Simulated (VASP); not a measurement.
Crystal: SnO2.

```
Sn O
1.0
     0.00000    2.53936    2.53936
     2.53936    0.00000    2.53936
     2.53936    2.53936    0.00000
Sn O
1 2
Cartesian
  0.0000 0.0000 0.0000
  3.8090 3.8090 3.8090
  1.2697 1.2697 1.2697
```

Base run:

```yaml
Program: VASP 6.6.1
Functional: r2SCAN
Potentials_or_basis: VASP PAW PBE potentials, release 64 (Sn_d, O)
Cutoff: 520 eV
k_mesh: 9 × 9 × 9
Occupations: fermi-dirac, width 0.05 eV
Spin: no spin polarisation
```

Its results: band gap on the k mesh 0.87 eV, indirect (least direct gap 2.21 eV); pressure -0.2 GPa.

Problem. The run is repeated on the same cell with these changes: functional from r2SCAN to PBE. What comes out?

Solution. Band gap on the k mesh 0.30 eV, indirect (least direct gap 1.60 eV); pressure 8.5 GPa.

r2SCAN gives the wider gap, since meta-GGAs in the generalised Kohn-Sham scheme recover part of the derivative discontinuity.

Caveats: spin-orbit coupling is left out, which moves the levels of the heavy elements; the PAW data sets were made with another functional, which shifts forces and pressure a little (some runs).

A k mesh can miss the band edges.
